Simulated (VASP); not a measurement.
**TaN: electric field gradients with PBE**

TaN:

```
CELL_PARAMETERS angstrom
3.03980 0.00000 0.00000
-1.51990 2.63254 0.00000
0.00000 0.00000 4.92348
ATOMIC_POSITIONS crystal
Ta 0.33333 0.66667 0.00000
Ta 0.66667 0.33333 0.50000
N 0.33333 0.66667 0.38500
N 0.66667 0.33333 0.88500
```

This cell differs from its parent crystal: volume scaled by 0.99.

| Item | Value |
| --- | --- |
| Program | VASP 6.6.1 |
| Task | electric field gradients |
| Functional | PBE |
| Potentials or basis | VASP PAW PBE potentials, release 64 (Ta_pv, N) |
| Cutoff | 520 eV |
| k mesh | 9 × 9 × 5 |
| Occupations | fermi-dirac, width 0.01 eV |
| Spin | no spin polarisation |
| Dipole correction | no |
| Further INCAR settings | ALGO = Normal; EDIFF = 1e-08; NBANDS = 24 |

```yaml
Pressure: 148.0 GPa
Largest_force: 2.390 eV/Å
Band_gap_on_the_k_mesh: zero (band 16 reaches 10.47 eV, above the bottom of band 17 at 8.23 eV)
```

Forces on the atoms (eV/Å):
```
Ta   0.000  0.000  2.390
Ta   0.000  0.000  2.390
N    0.000  0.000 -2.390
N    0.000  0.000 -2.390
```

Stress tensor (GPa, compression positive):
```
156.76   0.00   0.00
  0.00 156.76   0.00
  0.00   0.00 130.37
```

Levels at points of the mesh, in eV from the Fermi level:
| k point | band 13 | band 14 | band 15 | band 16 | band 17 | band 18 | band 19 | band 20 |
| --- | --- | --- | --- | --- | --- | --- | --- | --- |
| (0.00, 0.00, 0.00) | -7.97 | -7.59 | -0.87 | -0.87 | -0.35 | 2.16 | 2.68 | 2.68 |

Electric field gradients, principal values (V/Å²):
```
atom    least   middle  greatest (by size)
1 Ta  -62.288  -62.289             124.578
2 Ta  -62.288  -62.289             124.578
 3 N   -5.456   -5.458              10.914
 4 N   -5.456   -5.458              10.914
```

It took 24 s on 1 thread of Intel(R) Xeon(R) Platinum 8488C (Sapphire Rapids), on a shared host, peak memory 0.17 GiB.

Caveat: without QUAD_EFG the Cq values of the log hold for a quadrupole moment of 1 mb, not for the nuclei; spin-orbit coupling is left out, which moves the levels of the heavy elements; forces of over 1 eV/Å act on the atoms, so gaps and moduli don't describe the material at rest.
